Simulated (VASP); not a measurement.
# PrHRh3 (Pm-3m) in VASP: a series of runs

Runs on PrHRh3. Level: PBE. Tasks: single point.

Program: VASP 6.6.1. These are calculated values, not measurements. Logs are shortened: lines on timing, memory, paths and dates and some standing lists are left out, and cuts for length are marked.

**1. The cell of the first run**

It takes space group Pm-3m (No. 221, cubic). The conventional cell has a = 4.170 Å, b = 4.170 Å, c = 4.170 Å, α = 90.00°, β = 90.00°, γ = 90.00°. Within 3.9 Å of Pr (site symmetry m-3m) lie 12 Rh at 2.95 Å and 8 H at 3.61 Å. H (site symmetry m-3m) has 6 Rh at 2.09 Å within 2.8 Å. Within 2.8 Å of Rh (site symmetry 4/mmm) lie 2 H at 2.09 Å.

The cell was built from a structure type or drawn by symmetry, and may not be a known phase.

**2. Single point, PBE**

INCAR reads:

```
SYSTEM = PrHRh3
ALGO = Normal ; EDIFF = 1E-6
ENCUT = 500 ; GGA = PE
GGA_COMPAT = .FALSE. ; ISIF = 2
ISMEAR = 0 ; LASPH = .TRUE.
LCHARG = .TRUE. ; LELF = .TRUE.
LMAXMIX = 6 ; LREAL = .FALSE.
LVHAR = .TRUE. ; LWAVE = .FALSE.
NBANDS = 36 ; NELM = 200
PREC = Accurate ; SIGMA = 0.2
```

KPOINTS reads:

```
k-points
0
G
  4 4 4
  0 0 0
```

POSCAR reads:

```
PrHRh3
1.0
    4.1700183683      0.0000000000      0.0000000000
    0.0000000000      4.1700183683      0.0000000000
    0.0000000000      0.0000000000      4.1700183683
Pr H Rh
1 1 3
Direct
    0.0000000000      0.0000000000      0.0000000000
    0.5000000000      0.5000000000      0.5000000000
    0.0000000000      0.5000000000      0.5000000000
    0.5000000000      0.5000000000      0.0000000000
    0.5000000000      0.0000000000      0.5000000000
```

Potentials or basis: VASP PAW PBE potentials, release 64 (Pr_3, H, Rh_pv), 4f in core.

The run is started by

```sh
cat potpaw_PBE.64/Pr_3/POTCAR potpaw_PBE.64/H/POTCAR potpaw_PBE.64/Rh_pv/POTCAR > POTCAR
mpirun -np 1 vasp_std > vasp.out
```

OUTCAR:

```text
SYSTEM = PrHRh3
   EDIFF = 1E-6
   ENCUT = 500
   GGA = PE
   ISIF = 2
   ISMEAR = 0
   LASPH = .TRUE.
   LREAL = .FALSE.
   NELM = 200
   PREC = Accurate

 ion  position               nearest neighbor table
   1  0.000  0.000  0.000-   3 2.95   4 2.95   5 2.95   3 2.95   5 2.95   3 2.95   4 2.95   3 2.95
                             4 2.95   5 2.95   5 2.95   4 2.95
   2  0.500  0.500  0.500-   3 2.09   4 2.09   5 2.09   4 2.09   5 2.09   3 2.09
   3  0.000  0.500  0.500-   2 2.09   2 2.09   4 2.95   5 2.95   1 2.95   4 2.95   1 2.95   5 2.95
                             1 2.95   1 2.95   4 2.95   5 2.95   4 2.95   5 2.95
   4  0.500  0.500  0.000-   2 2.09   2 2.09   3 2.95   5 2.95   1 2.95   3 2.95   5 2.95   1 2.95
                             5 2.95   5 2.95   1 2.95   3 2.95   3 2.95   1 2.95
   5  0.500  0.000  0.500-   2 2.09   2 2.09   3 2.95   4 2.95   1 2.95   4 2.95   1 2.95   3 2.95
                             4 2.95   4 2.95   1 2.95   3 2.95   1 2.95   3 2.95

  LATTYP: Found a simple cubic cell.
 ALAT       =     4.1700183683

  Lattice vectors:

 A1 = (   4.1700183683,   0.0000000000,   0.0000000000)
 A2 = (   0.0000000000,   4.1700183683,   0.0000000000)
 A3 = (   0.0000000000,   0.0000000000,   4.1700183683)

Analysis of symmetry for initial positions (statically):
=====================================================================
 Subroutine PRICEL returns:
 Original cell was already a primitive cell.

 Routine SETGRP: Setting up the symmetry group for a
 simple cubic supercell.

 Subroutine GETGRP returns: Found 48 space group operations
 (whereof 48 operations were pure point group operations)
 out of a pool of 48 trial point group operations.

The static configuration has the point symmetry O_h .

Analysis of symmetry for dynamics (positions and initial velocities):
=====================================================================
 Subroutine PRICEL returns:
 Original cell was already a primitive cell.

 Routine SETGRP: Setting up the symmetry group for a
 simple cubic supercell.

 Subroutine GETGRP returns: Found 48 space group operations
 (whereof 48 operations were pure point group operations)
 out of a pool of 48 trial point group operations.

The dynamic configuration has the point symmetry O_h .

 Subroutine INISYM returns: Found 48 space group operations
 (whereof 48 operations are pure point group operations),
 and found     1 'primitive' translations

----------------------------------------------------------------------------------------

                                     Primitive cell

  volume of cell :      72.5127

  direct lattice vectors                    reciprocal lattice vectors
     4.170018368  0.000000000  0.000000000     0.239807097  0.000000000  0.000000000
     0.000000000  4.170018368  0.000000000     0.000000000  0.239807097  0.000000000
     0.000000000  0.000000000  4.170018368     0.000000000  0.000000000  0.239807097

  length of vectors
     4.170018368  4.170018368  4.170018368     0.239807097  0.239807097  0.239807097

  position of ions in fractional coordinates (direct lattice)
     0.000000000  0.000000000  0.000000000
     0.500000000  0.500000000  0.500000000
     0.000000000  0.500000000  0.500000000
     0.500000000  0.500000000  0.000000000
     0.500000000  0.000000000  0.500000000

  ion indices of the primitive-cell ions
   primitive index   ion index
                 1           1
                 2           2
                 3           3
                 4           4
                 5           5

----------------------------------------------------------------------------------------

 KPOINTS: k-points

Automatic generation of k-mesh.
 Grid dimensions read from file:
 generate k-points for:    4    4    4

 Generating k-lattice:

  Cartesian coordinates                     Fractional coordinates (reciprocal lattice)
     0.059951774  0.000000000  0.000000000     0.250000000  0.000000000  0.000000000
     0.000000000  0.059951774  0.000000000     0.000000000  0.250000000  0.000000000
     0.000000000  0.000000000  0.059951774     0.000000000  0.000000000  0.250000000

  Length of vectors
     0.059951774  0.059951774  0.059951774

  Shift w.r.t. Gamma in fractional coordinates (k-lattice)
     0.000000000  0.000000000  0.000000000

 Subroutine IBZKPT returns following result:
 ===========================================

 Found     10 irreducible k-points:

 Following reciprocal coordinates:
            Coordinates               Weight
  0.000000  0.000000  0.000000      1.000000
  0.250000  0.000000  0.000000      6.000000
  0.500000  0.000000  0.000000      3.000000
  0.250000  0.250000  0.000000     12.000000
  0.500000  0.250000  0.000000     12.000000
  0.500000  0.500000  0.000000      3.000000
  0.250000  0.250000  0.250000      8.000000
  0.500000  0.250000  0.250000     12.000000
  0.500000  0.500000  0.250000      6.000000
  0.500000  0.500000  0.500000      1.000000
   k-points           NKPTS =     10   k-points in BZ     NKDIM =     10   number of bands    NBANDS=     36
   number of dos      NEDOS =    301   number of ions     NIONS =      5
   total plane-waves  NPLWV =  27000
   dimension x,y,z NGX =    30 NGY =   30 NGZ =   30
   dimension x,y,z NGXF=    60 NGYF=   60 NGZF=   60
   ions per type =               1   1   3
   NGX,Y,Z   is equivalent  to a cutoff of  11.96, 11.96, 11.96 a.u.
   NGXF,Y,Z  is equivalent  to a cutoff of  23.92, 23.92, 23.92 a.u.
 SYSTEM =  PrHRh3
   PREC   = accura    normal or accurate (medium, high low for compatibility)
   ISTART =      0    job   : 0-new  1-cont  2-samecut
   ICHARG =      2    charge: 1-file 2-atom 10-const
   ISPIN  =      1    spin polarized calculation?
   LNONCOLLINEAR =      F non collinear calculations
   LSORBIT =      F    spin-orbit coupling
   LASPH  =      T    aspherical Exc in radial PAW
   ENCUT  =  500.0 eV  36.75 Ry    6.06 a.u.   7.60  7.60  7.60*2*pi/ulx,y,z
   NELM   =    200;   NELMIN=  2; NELMDL= -5     # of ELM steps
   EDIFF  = 0.1E-05   stopping-criterion for ELM
   LREAL  =      F    real-space projection
   EDIFFG = 0.1E-04   stopping-criterion for IOM
   NSW    =      0    number of steps for IOM
   IBRION =     -1    ionic relax: 0-MD 1-quasi-New 2-CG
   NFREE  =      0    steps in history (QN), initial steepest desc. (CG)
   ISIF   =      2    stress and relaxation
   ISYM   =      2    0-nonsym 1-usesym 2-fastsym
   POTIM  = 0.5000    time-step for ionic-motion
   TEBEG  =    0.0;   TEEND  =   0.0 temperature during run
   PSTRESS=    0.0 pullay stress
   NELECT =      57.0000    total number of electrons
   NUPDOWN=      -1.0000    fix difference up-down
   EMIN   =  10.00;   EMAX   =-10.00  energy-range for DOS
   EFERMI =   0.00;   METHOD = LEGACY
   ISMEAR =     0;   SIGMA  =   0.20  broadening in eV -4-tet -1-fermi 0-gaus
   EFERMI_NEDOS =   21; number of points for ismear=-14 and -15
   IALGO  =     38    algorithm
   IMIX   =      4    mixing-type and parameters
     AMIX     =   0.40;   BMIX     =  1.00
     AMIX_MAG =   1.60;   BMIX_MAG =  1.00
  volume/ion in A,a.u.               =      14.50        97.87
  Fermi-wavevector in a.u.,A,eV,Ry     =   1.510875  2.855139 31.058600  2.282743
  Thomas-Fermi vector in A             =   2.621007
   LORBIT       =      0    0 simple, 1 ext, 2 COOP (PROOUT), +10 PAW based schemes
   GGA     = PE    functional components
   LHFCALC =     F    Hartree Fock is set to
   AEXX    =    0.0000 exact exchange contribution
   IVDW    =     0    specifies the selected vdW correction
   LEPSILON=     F    determine dielectric tensor
   LRPA    =     F    only Hartree local field effects (RPA)
 non-spin polarized calculation
 Gauss-broadening in eV      SIGMA  =   0.20
  energy-cutoff  :      500.00
  volume of cell :       72.51
 maximum number of plane-waves:      1856
   NGX = 15   NGY = 15   NGZ = 15

 number of electron      56.9999973 magnetization

 Free energy of the ion-electron system (eV)
  ---------------------------------------------------
  ext. energy  EPLUGINS =         0.00000000
  ---------------------------------------------------
  free energy    TOTEN  =       -31.56301034 eV

  energy without entropy =      -31.48465934  energy(sigma->0) =      -31.52383484

 E-fermi :   8.1649     XC(G=0): -12.5907

 val. band max:        8.1368648154   @ k =   0.2500   0.0000   0.0000
 cond. band min:       8.2399721155   @ k =   0.5000   0.2500   0.2500
 fundamental gap:      0.1031073001
 Fermi energy:         8.1648643350

 k-point     1 :       0.0000    0.0000    0.0000
  band No.  band energies     occupation
      1     -37.7098      2.00000
      2     -37.7098      2.00000
      3     -37.7098      2.00000
      4     -37.5053      2.00000
      5     -37.5053      2.00000
      6     -37.5053      2.00000
[... 28 lines left out ...]
     35      14.8210      0.00000
     36      15.0196      0.00000

 k-point     2 :       0.2500    0.0000    0.0000
  band No.  band energies     occupation
      1     -37.6979      2.00000
      2     -37.6979      2.00000
      3     -37.6886      2.00000
      4     -37.5108      2.00000
      5     -37.5108      2.00000
      6     -37.5066      2.00000
[... 28 lines left out ...]
     35      14.8225      0.00000
     36      15.1734      0.00000

 k-point     3 :       0.5000    0.0000    0.0000
  band No.  band energies     occupation
      1     -37.6842      2.00000
      2     -37.6842      2.00000
      3     -37.6586      2.00000
      4     -37.5415      2.00000
      5     -37.5208      2.00000
      6     -37.5208      2.00000
[... 28 lines left out ...]
     35      14.5532      0.00000
     36      14.6590      0.00000
[... 196 lines left out ...]
 k-point     9 :       0.5000    0.5000    0.2500
  band No.  band energies     occupation
      1     -37.7956      2.00000
      2     -37.6087      2.00000
      3     -37.6040      2.00000
      4     -37.5821      2.00000
      5     -37.5821      2.00000
      6     -37.5721      2.00000
[... 28 lines left out ...]
     35      11.7380      0.00000
     36      13.7423      0.00000

 k-point    10 :       0.5000    0.5000    0.5000
  band No.  band energies     occupation
      1     -37.8282      2.00000
      2     -37.6074      2.00000
      3     -37.6074      2.00000
      4     -37.6074      2.00000
      5     -37.5721      2.00000
      6     -37.5721      2.00000
[... 28 lines left out ...]
     35      11.2186      0.00000
     36      14.5460      0.00000

------------------------ aborting loop because EDIFF is reached ----------------------------------------

  FORCE on cell =-STRESS in cart. coord.  units (eV):
  Direction    XX          YY          ZZ          XY          YZ          ZX
  --------------------------------------------------------------------------------------
  -------------------------------------------------------------------------------------
  Total       -0.1505495     -0.1505495     -0.1505495      0.0000000      0.0000000     -0.0000000
  in kB       -3.3264111     -3.3264111     -3.3264111      0.0000000      0.0000000     -0.0000000
  external PRESSURE =      -3.3264111 kB  Pullay stress =       0.0000000 kB

 VOLUME and BASIS-vectors are now :
 -----------------------------------------------------------------------------
  energy-cutoff  :      500.00
  volume of cell :       72.51
      direct lattice vectors                 reciprocal lattice vectors
     4.170018368  0.000000000  0.000000000     0.239807097  0.000000000  0.000000000
     0.000000000  4.170018368  0.000000000     0.000000000  0.239807097  0.000000000
     0.000000000  0.000000000  4.170018368     0.000000000  0.000000000  0.239807097

 POSITION                                       TOTAL-FORCE (eV/Angst)
 -----------------------------------------------------------------------------------
      0.00000      0.00000      0.00000         0.000000      0.000000      0.000000
      2.08501      2.08501      2.08501         0.000000      0.000000      0.000000
      0.00000      2.08501      2.08501         0.000000      0.000000      0.000000
      2.08501      2.08501      0.00000         0.000000      0.000000      0.000000
      2.08501      0.00000      2.08501         0.000000      0.000000      0.000000
 -----------------------------------------------------------------------------------
    total drift:                                0.000000      0.000000     -0.000000

  FREE ENERGIE OF THE ION-ELECTRON SYSTEM (eV)
  ---------------------------------------------------
  free  energy   TOTEN  =       -31.5630103420 eV

  energy  without entropy=      -31.4846593399  energy(sigma->0) =      -31.52383484
```

Wall time 11 s (1 thread of Intel Xeon 6975P-C (Granite Rapids), shared host); peak memory 0.17 GiB.

Results:

```
Free energy            : -31.5630 eV
Pressure               : -0.3 GPa
Band gap on the k mesh : zero (an odd number of electrons rules out a gap without spin polarisation)
```

Levels at points of the mesh, in eV from the Fermi level:
| k point | band 25 | band 26 | band 27 | band 28 | band 29 | band 30 | band 31 | band 32 |
| --- | --- | --- | --- | --- | --- | --- | --- | --- |
| (0.00, 0.00, 0.00) | -0.47 | 0.40 | 0.66 | 0.66 | 0.66 | 3.57 | 3.57 | 3.57 |
| (0.50, 0.00, 0.00) | -0.94 | -0.88 | -0.88 | -0.84 | -0.27 | 0.66 | 2.34 | 2.34 |
| (0.50, 0.50, 0.00) | -1.31 | -1.31 | -1.31 | -0.82 | -0.73 | -0.55 | 2.71 | 2.71 |
| (0.50, 0.50, 0.50) | -1.27 | -1.27 | 0.40 | 0.40 | 0.40 | 3.01 | 3.01 | 3.01 |

Caveat: the k points lie up to 0.38 Å⁻¹ apart, too coarse for converged energies and pressures of a metal; spin-orbit coupling is left out, which moves the levels of the heavy elements; the 4f electrons are frozen in the core, so they carry no moment and show no levels. Spin polarisation is off, so any magnetic state and its effect on volume and gap are missing.

**3. Single point, PBE**

INCAR reads:

```
PREC = Accurate
ENCUT = 500
EDIFF = 1E-6
ISMEAR = 0
SIGMA = 0.2
LREAL = False
LASPH = True
NELM = 200
ALGO = Normal
ISIF = 2
LWAVE = False
LCHARG = True
GGA = PE
LELF = True
LVHAR = True
NBANDS = 36
GGA_COMPAT = False
LMAXMIX = 6
```

KPOINTS reads:

```
Automatic mesh
0
Gamma
  4 4 4
```

POSCAR reads:

```
PrHRh3
1.0
    4.1674373227      0.0000000000      0.0000000000
    0.0000000000      4.1674373227      0.0000000000
    0.0000000000      0.0000000000      4.1674373227
Pr H Rh
1 1 3
Direct
    0.5000000000      0.5000000000      0.5000000000
    0.0000000000      0.0000000000      0.0000000000
    0.5000000000      0.0000000000      0.0000000000
    0.0000000000      0.5000000000      0.0000000000
    0.0000000000      0.0000000000      0.5000000000
```

Potentials or basis: VASP PAW PBE potentials, release 64 (Pr_3, H, Rh_pv), 4f in core.

The run is started by

```sh
cat potpaw_PBE.64/Pr_3/POTCAR potpaw_PBE.64/H/POTCAR potpaw_PBE.64/Rh_pv/POTCAR > POTCAR
mpirun -np 1 vasp_std > vasp.out
```

It took 11 s on 1 thread of Intel Xeon 6975P-C (Granite Rapids), shared host; peak memory 0.18 GiB.

It converged, with:

| Item | Value |
| --- | --- |
| Free energy | -31.5632 eV |
| Pressure | -0.1 GPa |
| Band gap on the k mesh | zero (an odd number of electrons rules out a gap without spin polarisation) |

Levels at points of the mesh, in eV from the Fermi level:
```csv
k point,band 26,band 27,band 28,band 29,band 30,band 31
"(0.00, 0.00, 0.00)",0.40,0.66,0.66,0.66,3.57,3.57
"(0.50, 0.00, 0.00)",-0.88,-0.88,-0.84,-0.27,0.67,2.35
"(0.50, 0.50, 0.00)",-1.31,-1.31,-0.82,-0.73,-0.55,2.72
"(0.50, 0.50, 0.50)",-1.28,0.40,0.40,0.40,3.01,3.02
```

Caveat: the k points lie up to 0.38 Å⁻¹ apart, too coarse for converged energies and pressures of a metal; spin-orbit coupling is left out, which moves the levels of the heavy elements; the 4f electrons are frozen in the core, so they carry no moment and show no levels. Spin polarisation is off, so any magnetic state and its effect on volume and gap are missing.
